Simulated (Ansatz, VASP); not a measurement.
## NbRu3C in VASP and in Ansatz

POSCAR

```
NbRu3C
1.0
    4.0651380000      0.0000000000      0.0000000000
    0.0000000000      4.0651380000      0.0000000000
    0.0000000000      0.0000000000      4.0651380000
Ru Nb C
3 1 1
Direct
    0.5000000000      0.5000000000      0.0000000000
    0.5000000000      0.0000000000      0.5000000000
    0.0000000000      0.5000000000      0.5000000000
    0.0000000000      0.0000000000      0.0000000000
    0.5000000000      0.5000000000      0.5000000000
```

Contents of INCAR.step1:

```
SYSTEM = NbRu3C
PREC = Accurate ; ENCUT = 520
ISMEAR = -1 ; SIGMA = 0.05
LREAL = .FALSE. ; LASPH = .TRUE.
NELM = 60 ; NBANDS = 38
GGA = PE ; ALGO = Normal
EDIFF = 1E-4 ; LWAVE = .TRUE.
LCHARG = .FALSE.
```

Contents of INCAR.step2:

```
SYSTEM = NbRu3C
PREC = Accurate ; ENCUT = 520
EDIFF = 1E-7 ; ISMEAR = -1
SIGMA = 0.05 ; LREAL = .FALSE.
LASPH = .TRUE. ; NELM = 60
ALGO = Normal ; ISIF = 2
LWAVE = .FALSE. ; LCHARG = .FALSE.
METAGGA = R2SCAN ; LMIXTAU = .TRUE.
NBANDS = 38 ; ISTART = 1
```

The input KPOINTS:

```
regular mesh
0
G
  7 7 7
  0 0 0
```

The input input.yaml:

```yaml
crystal:
  lattice:
    - [4.065138, 0.0, 0.0]
    - [0.0, 4.065138, 0.0]
    - [0.0, 0.0, 4.065138]
  atoms:
    - { symbol: Ru, position: [0.5, 0.5, 0.0] }
    - { symbol: Ru, position: [0.5, 0.0, 0.5] }
    - { symbol: Ru, position: [0.0, 0.5, 0.5] }
    - { symbol: Nb, position: [0.0, 0.0, 0.0] }
    - { symbol: C, position: [0.5, 0.5, 0.5] }
hamiltonian:
  xc: r2scan
  pseudopotentials: { kind: paw }
kpoints:
  mp_grid: { grid: [7, 7, 7] }
  band_path:
    path:
      - [[0.0, 0.0, 0.0], [0.0, 0.5, 0.0], [0.5, 0.5, 0.0], [0.0, 0.0, 0.0], [0.5, 0.5, 0.5], [0.0, 0.5, 0.0]]
      - [[0.5, 0.5, 0.0], [0.5, 0.5, 0.5]]
    npoints: 14
scf:
  occupations: { method: fermi_dirac, width: 0.05 }
  n_extra_bands: 12
output:
  forces: true
  stress: true
  eigenvalues: true
  fatbands: false
```

Alike in both runs: functional r2SCAN; k mesh 7 × 7 × 7; occupations fermi-dirac, width 0.05 eV; no spin polarisation.

|  | VASP | Ansatz |
| --- | --- | --- |
| version | VASP 6.6.1 | Ansatz 0.2.0 |
| potentials or method | VASP PAW PBE potentials, release 64 (Ru_pv, Nb_sv, C) | Ansatz PAW |
| plane-wave cutoff (eV) | 520 | 500 |
| valence electrons in the cell | 59 | 65 |
| task | single point | band structure |

Ansatz gave:

* gap on the k mesh at the Fermi level (eV): none
* pressure (GPa): -7.5

Question: Estimate VASP's values.

Answer: gap on the k mesh at the Fermi level (eV): none; pressure (GPa): -6.9.

VASP's potentials were made for PBE, not for r2SCAN. A gap of «none» marks a metal or a gap that the smearing closes. VASP's potentials hold 59 valence electrons a cell and Ansatz's 65, so a difference there can come from the potentials and not from the codes.
